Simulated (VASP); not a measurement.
Runs of VASP 6.6.1 on SnO. The structure is that of space group P4/nmm (No. 129), or close to it. The cells are those of the table. 

| cell | k mesh | smearing | gap on the mesh (eV) | pressure (GPa) | largest force (eV/Å) |
| --- | --- | --- | --- | --- | --- |
| a = 3.656, b = 3.656, c = 5.055 Å, 4 atoms | 10 × 10 × 8 | gaussian 0.01 eV | none | 8.4 | 0.66 |
| a = 3.581, b = 3.581, c = 4.122 Å, 4 atoms | 12 × 12 × 10 | gaussian 0.1 eV | none | 26.1 | 0.16 |
| a = 3.674, b = 3.674, c = 4.309 Å, 4 atoms | 12 × 12 × 10 | gaussian 0.1 eV | none | (c) | 0.16 |
| a = 3.579, b = 3.579, c = 5.114 Å, 4 atoms | 10 × 10 × 8 | gaussian 0.01 eV | none | 14.5 | (a) |
| a = 3.732, b = 3.732, c = 4.995 Å, 4 atoms | 10 × 10 × 8 | gaussian 0.01 eV | 0.14 | (b) | 0.39 |

Alike in all rows: task single point; level r2SCAN; potentials or basis VASP PAW PBE potentials, release 64 (Sn_d, O); no spin polarisation; cutoff (eV) 520.

Q: Fill in the values left out.

A: (a) 1.28; (b) 4.2; (c) 12.9.

Caveats: the PAW data sets were made with another functional, which shifts forces and pressure a little; spin-orbit coupling is left out, which moves the levels of the heavy elements.

A k mesh can miss the band edges, and the runs leave out spin-orbit coupling on Sn.

A gap of «none» marks levels without a gap at the run's occupations.
